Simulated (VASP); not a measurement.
# BP (Pm-3m) in VASP: a series of runs

The runs below take BP through vibrations by perturbation theory, elastic constants, with LDA.

Program: VASP 6.6.1. These are calculated values, not measurements. Logs are shortened: lines on timing, memory, paths and dates and some standing lists are left out, and cuts for length are marked.

**1. The cell of the first run**

Symmetry: Pm-3m, No. 221, cubic system. The conventional cell has a = 2.522 Å, b = 2.522 Å, c = 2.522 Å, α = 90.00°, β = 90.00°, γ = 90.00°. Within 2.9 Å of B (site symmetry m-3m) lie 8 P at 2.18 Å and 6 B at 2.52 Å. Within 2.9 Å of P (site symmetry m-3m) lie 8 B at 2.18 Å and 6 P at 2.52 Å.

**2. Vibrations by perturbation theory, LDA**

Input file INCAR:

```
SYSTEM = BP
ALGO = Normal
EDIFF = 1E-8
ENCUT = 520
IBRION = 8
ISIF = 2
ISMEAR = -1
LASPH = .TRUE.
LCHARG = .TRUE.
LREAL = .FALSE.
LWAVE = .FALSE.
NBANDS = 11
NELM = 80
NSW = 1
PREC = Accurate
SIGMA = 0.15
```

Input file KPOINTS:

```
k-points
0
G
  16 16 16
  0 0 0
```

Input file POSCAR:

```
BP
1.0
    2.5219000000      0.0000000000      0.0000000000
    0.0000000000      2.5219000000      0.0000000000
    0.0000000000      0.0000000000      2.5219000000
B P
1 1
Direct
    0.0000000000      0.0000000000      0.0000000000
    0.5000000000      0.5000000000      0.5000000000
```

Potentials or basis: VASP PAW LDA potentials, release 64 (B, P).

Started as:

```bash
$ cat potpaw_LDA.64/B/POTCAR potpaw_LDA.64/P/POTCAR > POTCAR
$ mpirun -np 1 vasp_std > vasp.out
```

OUTCAR:

```text
SYSTEM = BP
   EDIFF = 1E-8
   ENCUT = 520
   IBRION = 8
   ISIF = 2
   ISMEAR = -1
   LASPH = .TRUE.
   LREAL = .FALSE.
   NELM = 80
   NSW = 1
   PREC = Accurate

 ion  position               nearest neighbor table
   1  0.000  0.000  0.000-   2 2.18   2 2.18   2 2.18   2 2.18   2 2.18   2 2.18   2 2.18   2 2.18

   2  0.500  0.500  0.500-   1 2.18   1 2.18   1 2.18   1 2.18   1 2.18   1 2.18   1 2.18   1 2.18

  LATTYP: Found a simple cubic cell.
 ALAT       =     2.5219000000

  Lattice vectors:

 A1 = (   2.5219000000,   0.0000000000,   0.0000000000)
 A2 = (   0.0000000000,   2.5219000000,   0.0000000000)
 A3 = (   0.0000000000,   0.0000000000,   2.5219000000)

Analysis of symmetry for initial positions (statically):
=====================================================================
 Subroutine PRICEL returns:
 Original cell was already a primitive cell.

 Routine SETGRP: Setting up the symmetry group for a
 simple cubic supercell.

 Subroutine GETGRP returns: Found 48 space group operations
 (whereof 48 operations were pure point group operations)
 out of a pool of 48 trial point group operations.

The static configuration has the point symmetry O_h .

Analysis of symmetry for dynamics (positions and initial velocities):
=====================================================================
 Subroutine PRICEL returns:
 Original cell was already a primitive cell.

 Routine SETGRP: Setting up the symmetry group for a
 simple cubic supercell.

 Subroutine GETGRP returns: Found 48 space group operations
 (whereof 48 operations were pure point group operations)
 out of a pool of 48 trial point group operations.

The dynamic configuration has the point symmetry O_h .

 Subroutine INISYM returns: Found 48 space group operations
 (whereof 48 operations are pure point group operations),
 and found     1 'primitive' translations

----------------------------------------------------------------------------------------

                                     Primitive cell

  volume of cell :      16.0392

  direct lattice vectors                    reciprocal lattice vectors
     2.521900000  0.000000000  0.000000000     0.396526428  0.000000000  0.000000000
     0.000000000  2.521900000  0.000000000     0.000000000  0.396526428  0.000000000
     0.000000000  0.000000000  2.521900000     0.000000000  0.000000000  0.396526428

  length of vectors
     2.521900000  2.521900000  2.521900000     0.396526428  0.396526428  0.396526428

  position of ions in fractional coordinates (direct lattice)
     0.000000000  0.000000000  0.000000000
     0.500000000  0.500000000  0.500000000

  ion indices of the primitive-cell ions
   primitive index   ion index
                 1           1
                 2           2

----------------------------------------------------------------------------------------

 KPOINTS: k-points

Automatic generation of k-mesh.
 Grid dimensions read from file:
 generate k-points for:   16   16   16

 Generating k-lattice:

  Cartesian coordinates                     Fractional coordinates (reciprocal lattice)
     0.024782902  0.000000000  0.000000000     0.062500000  0.000000000  0.000000000
     0.000000000  0.024782902  0.000000000     0.000000000  0.062500000  0.000000000
     0.000000000  0.000000000  0.024782902     0.000000000  0.000000000  0.062500000

  Length of vectors
     0.024782902  0.024782902  0.024782902

  Shift w.r.t. Gamma in fractional coordinates (k-lattice)
     0.000000000  0.000000000  0.000000000

 Subroutine IBZKPT returns following result:
 ===========================================

 Found    165 irreducible k-points:

 Following reciprocal coordinates:
            Coordinates               Weight
  0.000000  0.000000  0.000000      1.000000
  0.062500  0.000000  0.000000      6.000000
  0.125000  0.000000  0.000000      6.000000
  0.187500  0.000000  0.000000      6.000000
  0.250000  0.000000  0.000000      6.000000
  0.312500  0.000000  0.000000      6.000000
[... 16 lines left out ...]
  0.437500  0.125000  0.000000     24.000000
  0.500000  0.125000  0.000000     12.000000
 [... further k-points ...]
   k-points           NKPTS =    165   k-points in BZ     NKDIM =    165   number of bands    NBANDS=     11
   number of dos      NEDOS =    301   number of ions     NIONS =      2
   total plane-waves  NPLWV =   8000
   dimension x,y,z NGX =    20 NGY =   20 NGZ =   20
   dimension x,y,z NGXF=    40 NGYF=   40 NGZF=   40
   ions per type =               1   1
   NGX,Y,Z   is equivalent  to a cutoff of  13.18, 13.18, 13.18 a.u.
   NGXF,Y,Z  is equivalent  to a cutoff of  26.37, 26.37, 26.37 a.u.
 SYSTEM =  BP
   PREC   = accura    normal or accurate (medium, high low for compatibility)
   ISTART =      0    job   : 0-new  1-cont  2-samecut
   ICHARG =      2    charge: 1-file 2-atom 10-const
   ISPIN  =      1    spin polarized calculation?
   LNONCOLLINEAR =      F non collinear calculations
   LSORBIT =      F    spin-orbit coupling
   LASPH  =      T    aspherical Exc in radial PAW
   ENCUT  =  520.0 eV  38.22 Ry    6.18 a.u.   4.69  4.69  4.69*2*pi/ulx,y,z
   NELM   =     80;   NELMIN=  2; NELMDL= -5     # of ELM steps
   EDIFF  = 0.1E-07   stopping-criterion for ELM
   LREAL  =      F    real-space projection
   EDIFFG = 0.1E-06   stopping-criterion for IOM
   NSW    =      1    number of steps for IOM
   IBRION =      8    ionic relax: 0-MD 1-quasi-New 2-CG
   NFREE  =      0    steps in history (QN), initial steepest desc. (CG)
   ISIF   =      2    stress and relaxation
   ISYM   =      2    0-nonsym 1-usesym 2-fastsym
   POTIM  = 0.5000    time-step for ionic-motion
   TEBEG  =    0.0;   TEEND  =   0.0 temperature during run
   PSTRESS=    0.0 pullay stress
   NELECT =       8.0000    total number of electrons
   NUPDOWN=      -1.0000    fix difference up-down
   EMIN   =  10.00;   EMAX   =-10.00  energy-range for DOS
   EFERMI =   0.00;   METHOD = LEGACY
   ISMEAR =    -1;   SIGMA  =   0.15  broadening in eV -4-tet -1-fermi 0-gaus
   EFERMI_NEDOS =   21; number of points for ismear=-14 and -15
   IALGO  =     38    algorithm
   IMIX   =      4    mixing-type and parameters
     AMIX     =   0.40;   BMIX     =  1.00
     AMIX_MAG =   1.60;   BMIX_MAG =  1.00
  volume/ion in A,a.u.               =       8.02        54.12
  Fermi-wavevector in a.u.,A,eV,Ry     =   1.298306  2.453442 22.933949  1.685598
  Thomas-Fermi vector in A             =   2.429643
   LORBIT       =      0    0 simple, 1 ext, 2 COOP (PROOUT), +10 PAW based schemes
   GGA     = CA    functional components
   LHFCALC =     F    Hartree Fock is set to
   AEXX    =    0.0000 exact exchange contribution
   IVDW    =     0    specifies the selected vdW correction
   LEPSILON=     F    determine dielectric tensor
   LRPA    =     F    only Hartree local field effects (RPA)
 non-spin polarized calculation
  energy-cutoff  :      520.00
  volume of cell :       16.04
 maximum number of plane-waves:       449
 NGX is ok and might be reduce to    20
   NGX =  9   NGY =  9   NGZ =  9

--------------------------------------- Ionic step        1  -------------------------------------------

 number of electron       7.9999998 magnetization

 Free energy of the ion-electron system (eV)
  ---------------------------------------------------
  ext. energy  EPLUGINS =         0.00000000
  ---------------------------------------------------
  free energy    TOTEN  =       -10.46561346 eV

  energy without entropy =      -10.41545776  energy(sigma->0) =      -10.44053561

 E-fermi :  13.5164     XC(G=0): -13.1087

 val. band max:       13.5078834324   @ k =   0.3125   0.1250   0.0625
 cond. band min:      13.5169957811   @ k =   0.3750   0.2500   0.0000
 fundamental gap:      0.0091123487
 Fermi energy:        13.5163932855

 k-point     1 :       0.0000    0.0000    0.0000
  band No.  band energies     occupation
      1      -6.2187      2.00000
      2      12.0883      1.99985
      3      12.0883      1.99985
      4      12.0883      1.99985
      5      17.1680      0.00000
      6      17.1680      0.00000
      7      18.5853      0.00000
      8      27.0101      0.00000
      9      27.0101      0.00000
     10      27.0101      0.00000
     11      33.2624      0.00000
[... 309 lines left out ...]
 k-point    24 :       0.5000    0.1250    0.0000
  band No.  band energies     occupation
      1      -1.4758      2.00000
      2       0.3309      2.00000
      3      14.4077      0.00524
      4      14.4338      0.00440
      5      16.6122      0.00000
      6      18.1936      0.00000
      7      20.8935      0.00000
      8      22.6751      0.00000
      9      24.2956      0.00000
     10      28.0203      0.00000
     11      33.3150      0.00000

 [... further k-points ...]
[... 5 lines left out ...]
  --------------------------------------------------------------------------------------
  -------------------------------------------------------------------------------------
  Total        3.8554395      3.8554395      3.8554395     -0.0000000     -0.0000000      0.0000000
  in kB      385.1242676    385.1242676    385.1242676     -0.0000000     -0.0000000      0.0000000
  external PRESSURE =     385.1242676 kB  Pullay stress =       0.0000000 kB

 VOLUME and BASIS-vectors are now :
 -----------------------------------------------------------------------------
  energy-cutoff  :      520.00
  volume of cell :       16.04
      direct lattice vectors                 reciprocal lattice vectors
     2.521900000  0.000000000  0.000000000     0.396526428  0.000000000  0.000000000
     0.000000000  2.521900000  0.000000000     0.000000000  0.396526428  0.000000000
     0.000000000  0.000000000  2.521900000     0.000000000  0.000000000  0.396526428

 POSITION                                       TOTAL-FORCE (eV/Angst)
 -----------------------------------------------------------------------------------
      0.00000      0.00000      0.00000         0.000000      0.000000      0.000000
      1.26095      1.26095      1.26095         0.000000      0.000000      0.000000
 -----------------------------------------------------------------------------------
    total drift:                                0.000000      0.000000     -0.000000

  FREE ENERGIE OF THE ION-ELECTRON SYSTEM (eV)
  ---------------------------------------------------
  free  energy   TOTEN  =       -10.4656134560 eV

  energy  without entropy=      -10.4154577595  energy(sigma->0) =      -10.44053561

[... ionic steps 2 to 3 ...]

--------------------------------------- Ionic step        4  -------------------------------------------

------------------------ aborting loop because EDIFF is reached ----------------------------------------

[... ionic steps 5 to 6 ...]

--------------------------------------- Ionic step        7  -------------------------------------------

 Free energy of the ion-electron system (eV)
  ---------------------------------------------------
  ---------------------------------------------------
  free energy    TOTEN  =        -0.03570212 eV

  energy without entropy =       -0.03570212

------------------------ aborting loop because EDIFF is reached ----------------------------------------

 INTERNAL STRAIN TENSOR  FOR ION    2  DIRECTION 1   (eV/Angst):
 -----------------------------------------------------------------------------
    -0.00089  0.00000  0.00000
     0.00000 -0.00819  0.00000
    -0.00000  0.00000 -0.00819

 INTERNAL STRAIN TENSOR FOR ION    2 for displacements in x,y,z  (eV/Angst):
          X           Y           Z          XY          YZ          ZX
  --------------------------------------------------------------------------------
  x     0.00000     0.00000     0.00000     0.00000     0.00000     0.00000
  y     0.00000     0.00000     0.00000     0.00000     0.00000     0.00000
  z     0.00000     0.00000     0.00000     0.00000     0.00000     0.00000

 SECOND DERIVATIVES (NOT SYMMETRIZED)
 ------------------------------------
               1X          1Y          1Z          2X          2Y          2Z
  1X    -1.516257   -0.000000    0.000000    1.516257    0.000000   -0.000000
  1Y    -0.000000   -1.516257    0.000000    0.000000    1.516257   -0.000000
  1Z     0.000000    0.000000   -1.516257   -0.000000   -0.000000    1.516257
  2X     1.515039   -0.000000    0.000000   -1.515039    0.000000    0.000000
  2Y    -0.000000    1.515039    0.000000    0.000000   -1.515039   -0.000000
  2Z    -0.000000   -0.000000    1.515039    0.000000    0.000000   -1.515039

 Eigenvectors and eigenvalues of the dynamical matrix
 ----------------------------------------------------

   1 f  =    6.799400 THz    42.721891 2PiTHz  226.803574 cm-1    28.120047 meV
             X         Y         Z           dx          dy          dz
      0.000000  0.000000  0.000000    -0.861060   -0.000000   -0.000000
      1.260950  1.260950  1.260950     0.508503   -0.000000    0.000000
[... 21 lines left out ...]
   6 f/i=    0.001196 THz     0.007516 2PiTHz    0.039903 cm-1     0.004947 meV
             X         Y         Z           dx          dy          dz
      0.000000  0.000000  0.000000     0.000000    0.000000   -0.508503
      1.260950  1.260950  1.260950    -0.000000    0.000000   -0.861060

--------------------------------------------------------------------------------------------------------

 ELASTIC MODULI CONTR FROM IONIC RELAXATION (kBar)
 Direction    XX          YY          ZZ          XY          YZ          ZX
 --------------------------------------------------------------------------------
 XX           0.0000      0.0000      0.0000      0.0000      0.0000      0.0000
 YY           0.0000      0.0000      0.0000      0.0000      0.0000      0.0000
 ZZ           0.0000      0.0000      0.0000      0.0000      0.0000      0.0000
 XY           0.0000      0.0000      0.0000      0.0000      0.0000      0.0000
 YZ           0.0000      0.0000      0.0000      0.0000      0.0000      0.0000
 ZX           0.0000      0.0000      0.0000      0.0000      0.0000      0.0000
 --------------------------------------------------------------------------------
```

Run time: 4 min. Hardware: 1 thread of Intel Xeon 8259CL, shared host; peak memory 0.25 GiB.

What came out:

```
Highest phonon frequency at Γ, LO-TO splitting left out : 227 cm⁻¹
```

Phonon frequencies in cm⁻¹ (negative: imaginary):
```csv
q point,frequencies
"(0.000, 0.000, 0.000)",0 0 0 227 227 227
```

Caveat: the cell stands under pressure or tension, which shifts response properties.

[end of part 1 of 2]
